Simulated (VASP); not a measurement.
## SiO2: single point with PBE

The system is SiO2.

```
Si O
1.0
     4.23612    0.00000    0.00000
     0.00000    4.23612    0.00000
     0.00000    0.00000    2.69048
Si O
2 4
Direct
  0.50000 0.50000 0.44425
  0.00000 0.00000 0.94425
  0.69302 0.69302 0.00000
  0.19302 0.80698 0.50000
  0.30698 0.30698 0.00000
  0.80698 0.19302 0.50000
```

This cell differs from its parent crystal: all Si atoms moved +0.150 Å, as atom 1 towards its neighbour atom 1 (Si) at 2.690 Å.

```
Program                : VASP 6.6.1
Task                   : single point
Functional             : PBE
Potentials or basis    : VASP PAW PBE potentials, release 64 (Si, O)
Cutoff                 : 520 eV
k mesh                 : 6 × 6 × 8
Occupations            : gaussian, width 0.05 eV
Spin                   : no spin polarisation
Dipole correction      : no
Further INCAR settings : ALGO = Normal; EDIFF = 1e-06; NBANDS = 25
```

```
Pressure               : 6.0 GPa
Largest force          : 3.409 eV/Å
Band gap on the k mesh : 4.90 eV
```

Forces in eV/Å, atoms in the order of the input:
```
Si   0.000  0.000  3.409
Si   0.000  0.000  3.409
O    0.525  0.525 -1.704
O    0.525 -0.525 -1.704
O   -0.525 -0.525 -1.704
O   -0.525  0.525 -1.704
```

Stress tensor (GPa, compression positive):
```
4.73 0.00 0.00
0.00 4.73 0.00
0.00 0.00 8.51
```

Levels at points of the mesh, in eV from the valence-band top:
```tsv
k point	band 14	band 15	band 16	band 17	band 18	band 19
(0.00, 0.00, 0.00)	-0.84	-0.84	0.00	4.90	6.35	8.32
(0.50, 0.00, 0.00)	-2.37	-1.04	-1.04	7.08	7.08	8.88
(0.50, 0.50, 0.00)	-2.40	-2.16	-2.16	6.73	6.73	9.78
(0.00, 0.00, 0.50)	-2.86	-2.57	-2.57	8.44	8.44	12.12
(0.50, 0.00, 0.50)	-2.18	-1.65	-1.65	8.32	8.32	9.53
(0.50, 0.50, 0.50)	-1.71	-1.57	-1.36	6.51	6.99	10.64
```

It took 48 s on 1 thread of Intel Xeon 8259CL, with other jobs on the host, peak memory 0.18 GiB.

Caveat: the cell differs from its parent crystal (all Si atoms moved +0.150 Å, as atom 1 towards its neighbour atom 1 (Si) at 2.690 Å); the cell stands under pressure; forces of over 1 eV/Å act on the atoms, so gaps and moduli don't describe the material at rest. A k mesh can miss the band edges.
